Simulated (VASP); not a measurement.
# TiSn2Te3 (P-6m2) in VASP: a series of runs

TiSn2Te3 is run at these levels: PBE; tasks: single point, relaxation of cell and atoms.

Everything below comes from runs of VASP 6.6.1. Logs are shortened: lines on timing, memory, paths and dates and some standing lists are left out, and cuts for length are marked.

### 1 The cell of the first run

Symmetry: P-6m2, No. 187, hexagonal system. Conventional cell: a = 5.576 Å, b = 5.576 Å, c = 6.104 Å, α = 90.00°, β = 90.00°, γ = 120.00°. Ti (site symmetry -6m2) has 2 Sn at 3.05 Å and 6 Te at 3.22 Å within 4.0 Å. Within 4.0 Å of Sn (site symmetry -6m2) lie 5 Te at 3.05 to 3.22 Å and 3 Sn at 3.22 Å. Within 4.0 Å of Sn (site symmetry -6m2) lie 2 Ti at 3.05 Å and 3 Te at 3.22 Å and 3 Sn at 3.22 Å. Within 4.0 Å of Te (site symmetry -6m2) lie 2 Te at 3.05 Å and 6 Sn at 3.22 Å. Within 4.0 Å of Te (site symmetry -6m2) lie 2 Sn at 3.05 Å and 3 Te at 3.22 Å and 3 Ti at 3.22 Å. Te (site symmetry -6m2) has 5 Te at 3.05 to 3.22 Å and 3 Ti at 3.22 Å within 4.0 Å.

The cell was generated, and may not be a known phase.

### 2 Single point, PBE

INCAR

```
SYSTEM = TiSn2Te3
  PREC = Accurate
  ENCUT = 520
  EDIFF = 1E-6
  ISMEAR = 0
  SIGMA = 0.1
  LREAL = .False.
  LASPH = .True.
  NELM = 100
  ALGO = Normal
  ISIF = 2
  LWAVE = .False.
  LCHARG = .True.
  GGA = PE
  LELF = .True.
  LVHAR = .True.
  NBANDS = 38
```

KPOINTS

```
regular mesh
0
Gamma
  3 3 4
  0 0 0
```

POSCAR

```
TiSn2Te3
1.0
    5.5764458141      0.0000000000      0.0000000000
   -2.7882229070      4.8293437378      0.0000000000
    0.0000000000      0.0000000000      6.1044708758
Ti Sn Te
1 2 3
Direct
    0.3333333333      0.6666666667      0.0000000000
    0.0000000000      0.0000000000      0.5000000000
    0.3333333333      0.6666666667      0.5000000000
    0.6666666667      0.3333333333      0.5000000000
    0.0000000000      0.0000000000      0.0000000000
    0.6666666667      0.3333333333      0.0000000000
```

Potentials or basis: VASP PAW PBE potentials, release 64 (Ti_sv, Sn_d, Te).

Command:

```
> cat potpaw_PBE.64/Ti_sv/POTCAR potpaw_PBE.64/Sn_d/POTCAR potpaw_PBE.64/Te/POTCAR > POTCAR
> mpirun -np 1 vasp_std > vasp.out
```

OUTCAR:

```text
SYSTEM = TiSn2Te3
   PREC = Accurate
   ENCUT = 520
   EDIFF = 1E-6
   ISMEAR = 0
   LREAL = .False.
   LASPH = .True.
   NELM = 100
   ISIF = 2
   GGA = PE

 ion  position               nearest neighbor table
   1  0.333  0.667  0.000-   3 3.05   3 3.05   6 3.22   5 3.22   6 3.22   5 3.22   5 3.22   6 3.22

   2  0.000  0.000  0.500-   5 3.05   5 3.05   3 3.22   4 3.22   3 3.22   4 3.22   4 3.22   3 3.22

   3  0.333  0.667  0.500-   1 3.05   1 3.05   4 3.22   2 3.22   4 3.22   2 3.22   2 3.22   4 3.22

   4  0.667  0.333  0.500-   6 3.05   6 3.05   3 3.22   2 3.22   3 3.22   2 3.22   2 3.22   3 3.22

   5  0.000  0.000  0.000-   2 3.05   2 3.05   6 3.22   1 3.22   1 3.22   6 3.22   6 3.22   1 3.22

   6  0.667  0.333  0.000-   4 3.05   4 3.05   1 3.22   5 3.22   1 3.22   5 3.22   5 3.22   1 3.22

  LATTYP: Found a hexagonal cell.
 ALAT       =     5.5764458141
 C/A-ratio  =     1.0946884592

  Lattice vectors:

 A1 = (   5.5764458141,   0.0000000000,   0.0000000000)
 A2 = (  -2.7882229070,   4.8293437378,   0.0000000000)
 A3 = (   0.0000000000,   0.0000000000,   6.1044708758)

Analysis of symmetry for initial positions (statically):
=====================================================================
 Subroutine PRICEL returns:
 Original cell was already a primitive cell.

 Routine SETGRP: Setting up the symmetry group for a
 hexagonal supercell.

 Subroutine GETGRP returns: Found 12 space group operations
 (whereof 12 operations were pure point group operations)
 out of a pool of 24 trial point group operations.

The static configuration has the point symmetry D_3h.

Analysis of symmetry for dynamics (positions and initial velocities):
=====================================================================
 Subroutine PRICEL returns:
 Original cell was already a primitive cell.

 Routine SETGRP: Setting up the symmetry group for a
 hexagonal supercell.

 Subroutine GETGRP returns: Found 12 space group operations
 (whereof 12 operations were pure point group operations)
 out of a pool of 24 trial point group operations.

The dynamic configuration has the point symmetry D_3h.

 Subroutine INISYM returns: Found 12 space group operations
 (whereof 12 operations are pure point group operations),
 and found     1 'primitive' translations

----------------------------------------------------------------------------------------

                                     Primitive cell

  volume of cell :     164.3969

  direct lattice vectors                    reciprocal lattice vectors
     5.576445814  0.000000000  0.000000000     0.179325691  0.103533736  0.000000000
    -2.788222907  4.829343738  0.000000000     0.000000000  0.207067472  0.000000000
     0.000000000  0.000000000  6.104470876     0.000000000  0.000000000  0.163814362

  length of vectors
     5.576445814  5.576445814  6.104470876     0.207067472  0.207067472  0.163814362

  position of ions in fractional coordinates (direct lattice)
     0.333333333  0.666666667  0.000000000
     0.000000000  0.000000000  0.500000000
     0.333333333  0.666666667  0.500000000
     0.666666667  0.333333333  0.500000000
     0.000000000  0.000000000  0.000000000
     0.666666667  0.333333333  0.000000000

  ion indices of the primitive-cell ions
   primitive index   ion index
                 1           1
                 2           2
                 3           3
                 4           4
                 5           5
                 6           6

----------------------------------------------------------------------------------------

 KPOINTS: regular mesh

Automatic generation of k-mesh.
 Grid dimensions read from file:
 generate k-points for:    3    3    4

 Generating k-lattice:

  Cartesian coordinates                     Fractional coordinates (reciprocal lattice)
     0.059775230  0.034511245  0.000000000     0.333333333  0.000000000  0.000000000
     0.000000000  0.069022491  0.000000000     0.000000000  0.333333333  0.000000000
     0.000000000  0.000000000  0.040953590     0.000000000  0.000000000  0.250000000

  Length of vectors
     0.069022491  0.069022491  0.040953590

  Shift w.r.t. Gamma in fractional coordinates (k-lattice)
     0.000000000  0.000000000  0.000000000

 Subroutine IBZKPT returns following result:
 ===========================================

 Found      9 irreducible k-points:

 Following reciprocal coordinates:
            Coordinates               Weight
  0.000000  0.000000  0.000000      1.000000
  0.333333 -0.000000  0.000000      6.000000
  0.333333  0.333333  0.000000      2.000000
  0.000000  0.000000  0.250000      2.000000
  0.333333 -0.000000  0.250000     12.000000
  0.333333  0.333333  0.250000      4.000000
  0.000000  0.000000  0.500000      1.000000
  0.333333 -0.000000  0.500000      6.000000
  0.333333  0.333333  0.500000      2.000000
   k-points           NKPTS =      9   k-points in BZ     NKDIM =      9   number of bands    NBANDS=     38
   number of dos      NEDOS =    301   number of ions     NIONS =      6
   total plane-waves  NPLWV =  84672
   dimension x,y,z NGX =    42 NGY =   42 NGZ =   48
   dimension x,y,z NGXF=    84 NGYF=   84 NGZF=   96
   ions per type =               1   2   3
   NGX,Y,Z   is equivalent  to a cutoff of  12.52, 12.52, 13.07 a.u.
   NGXF,Y,Z  is equivalent  to a cutoff of  25.04, 25.04, 26.14 a.u.
 SYSTEM =  TiSn2Te3
   PREC   = accura    normal or accurate (medium, high low for compatibility)
   ISTART =      0    job   : 0-new  1-cont  2-samecut
   ICHARG =      2    charge: 1-file 2-atom 10-const
   ISPIN  =      1    spin polarized calculation?
   LNONCOLLINEAR =      F non collinear calculations
   LSORBIT =      F    spin-orbit coupling
   LASPH  =      T    aspherical Exc in radial PAW
   ENCUT  =  520.0 eV  38.22 Ry    6.18 a.u.  10.37 10.37 11.35*2*pi/ulx,y,z
   NELM   =    100;   NELMIN=  2; NELMDL= -5     # of ELM steps
   EDIFF  = 0.1E-05   stopping-criterion for ELM
   LREAL  =      F    real-space projection
   EDIFFG = 0.1E-04   stopping-criterion for IOM
   NSW    =      0    number of steps for IOM
   IBRION =     -1    ionic relax: 0-MD 1-quasi-New 2-CG
   NFREE  =      0    steps in history (QN), initial steepest desc. (CG)
   ISIF   =      2    stress and relaxation
   ISYM   =      2    0-nonsym 1-usesym 2-fastsym
   POTIM  = 0.5000    time-step for ionic-motion
   TEBEG  =    0.0;   TEEND  =   0.0 temperature during run
   PSTRESS=    0.0 pullay stress
   NELECT =      58.0000    total number of electrons
   NUPDOWN=      -1.0000    fix difference up-down
   EMIN   =  10.00;   EMAX   =-10.00  energy-range for DOS
   EFERMI =   0.00;   METHOD = LEGACY
   ISMEAR =     0;   SIGMA  =   0.10  broadening in eV -4-tet -1-fermi 0-gaus
   EFERMI_NEDOS =   21; number of points for ismear=-14 and -15
   IALGO  =     38    algorithm
   IMIX   =      4    mixing-type and parameters
     AMIX     =   0.40;   BMIX     =  1.00
     AMIX_MAG =   1.60;   BMIX_MAG =  1.00
  volume/ion in A,a.u.               =      27.40       184.90
  Fermi-wavevector in a.u.,A,eV,Ry     =   1.156786  2.186008 18.206682  1.338153
  Thomas-Fermi vector in A             =   2.293403
   LORBIT       =      0    0 simple, 1 ext, 2 COOP (PROOUT), +10 PAW based schemes
   GGA     = PE    functional components
   LHFCALC =     F    Hartree Fock is set to
   AEXX    =    0.0000 exact exchange contribution
   IVDW    =     0    specifies the selected vdW correction
   LEPSILON=     F    determine dielectric tensor
   LRPA    =     F    only Hartree local field effects (RPA)
 non-spin polarized calculation
 Gauss-broadening in eV      SIGMA  =   0.10
  energy-cutoff  :      520.00
  volume of cell :      164.40
 maximum number of plane-waves:      4445
 NGX is ok and might be reduce to    42
   NGX = 21   NGY = 21   NGZ = 23

 number of electron      58.0000011 magnetization

 Free energy of the ion-electron system (eV)
  ---------------------------------------------------
  ext. energy  EPLUGINS =         0.00000000
  ---------------------------------------------------
  free energy    TOTEN  =       -24.99952661 eV

  energy without entropy =      -24.98098652  energy(sigma->0) =      -24.99025656

 E-fermi :   7.7687     XC(G=0): -10.0636

 val. band max:        7.7347723125   @ k =   0.3333  -0.0000   0.0000
 cond. band min:       7.8613316188   @ k =   0.0000   0.0000   0.0000
 fundamental gap:      0.1265593063
 Fermi energy:         7.7686693579

 k-point     1 :       0.0000    0.0000    0.0000
  band No.  band energies     occupation
      1     -50.0655      2.00000
      2     -26.3546      2.00000
      3     -26.3546      2.00000
      4     -26.1954      2.00000
      5     -14.0304      2.00000
      6     -13.9848      2.00000
[... 30 lines left out ...]
     37      10.5272      0.00000
     38      11.3201      0.00000

 k-point     2 :       0.3333   -0.0000    0.0000
  band No.  band energies     occupation
      1     -50.0654      2.00000
      2     -26.3549      2.00000
      3     -26.3547      2.00000
      4     -26.1954      2.00000
      5     -14.0298      2.00000
      6     -13.9850      2.00000
[... 30 lines left out ...]
     37      10.6746      0.00000
     38      11.2280      0.00000

 k-point     3 :       0.3333    0.3333    0.0000
  band No.  band energies     occupation
      1     -50.0654      2.00000
      2     -26.3549      2.00000
      3     -26.3549      2.00000
      4     -26.1954      2.00000
      5     -14.0295      2.00000
      6     -13.9855      2.00000
[... 30 lines left out ...]
     37      11.0640      0.00000
[... 166 lines left out ...]
 k-point     8 :       0.3333   -0.0000    0.5000
  band No.  band energies     occupation
      1     -50.0654      2.00000
      2     -26.3550      2.00000
      3     -26.3547      2.00000
      4     -26.1961      2.00000
      5     -14.0285      2.00000
      6     -13.9853      2.00000
[... 30 lines left out ...]
     37      10.3678      0.00000
     38      10.9347      0.00000

 k-point     9 :       0.3333    0.3333    0.5000
  band No.  band energies     occupation
      1     -50.0654      2.00000
      2     -26.3549      2.00000
      3     -26.3549      2.00000
      4     -26.1960      2.00000
      5     -14.0283      2.00000
      6     -13.9858      2.00000
[... 30 lines left out ...]
     37      10.8573      0.00000
     38      11.5208      0.00000

------------------------ aborting loop because EDIFF is reached ----------------------------------------

  FORCE on cell =-STRESS in cart. coord.  units (eV):
  Direction    XX          YY          ZZ          XY          YZ          ZX
  --------------------------------------------------------------------------------------
  -------------------------------------------------------------------------------------
  Total       -0.1304871     -0.1304871     -0.2376683     -0.0000000      0.0000000      0.0000000
  in kB       -1.2716997     -1.2716997     -2.3162651     -0.0000000      0.0000000      0.0000000
  external PRESSURE =      -1.6198882 kB  Pullay stress =       0.0000000 kB

 VOLUME and BASIS-vectors are now :
 -----------------------------------------------------------------------------
  energy-cutoff  :      520.00
  volume of cell :      164.40
      direct lattice vectors                 reciprocal lattice vectors
     5.576445814  0.000000000  0.000000000     0.179325691  0.103533736  0.000000000
    -2.788222907  4.829343738  0.000000000     0.000000000  0.207067472  0.000000000
     0.000000000  0.000000000  6.104470876     0.000000000  0.000000000  0.163814362

 POSITION                                       TOTAL-FORCE (eV/Angst)
 -----------------------------------------------------------------------------------
     -0.00000      3.21956      0.00000        -0.000000      0.000000      0.000000
      0.00000      0.00000      3.05224         0.000000      0.000000      0.000000
     -0.00000      3.21956      3.05224         0.000000      0.000000      0.000000
      2.78822      1.60978      3.05224        -0.000000      0.000000      0.000000
      0.00000      0.00000      0.00000        -0.000000      0.000000      0.000000
      2.78822      1.60978      0.00000         0.000000      0.000000      0.000000
 -----------------------------------------------------------------------------------
    total drift:                                0.000001     -0.000000     -0.000000

  FREE ENERGIE OF THE ION-ELECTRON SYSTEM (eV)
  ---------------------------------------------------
  free  energy   TOTEN  =       -24.9995266075 eV

  energy  without entropy=      -24.9809865153  energy(sigma->0) =      -24.99025656
```

Run time: 2.4 min. Hardware: 1 thread of Intel Xeon 8259CL, shared host; peak memory 0.27 GiB.

Results:

```yaml
Free_energy: -24.9995 eV
Pressure: -0.2 GPa
Band_gap_on_the_k_mesh: zero (bands 29 and 30 overlap by 1.35 eV)
```

Stress tensor (GPa, compression positive):
```
-0.13  0.00  0.00
 0.00 -0.13  0.00
 0.00  0.00 -0.23
```

Caveat: the k points lie up to 0.43 Å⁻¹ apart, too coarse for converged energies and pressures of a metal; spin-orbit coupling is left out, which moves the levels of the heavy elements.

(Continued in part 2 of 2.)

The gap in the log of VASP goes by the Fermi energy; the results here count the filled bands.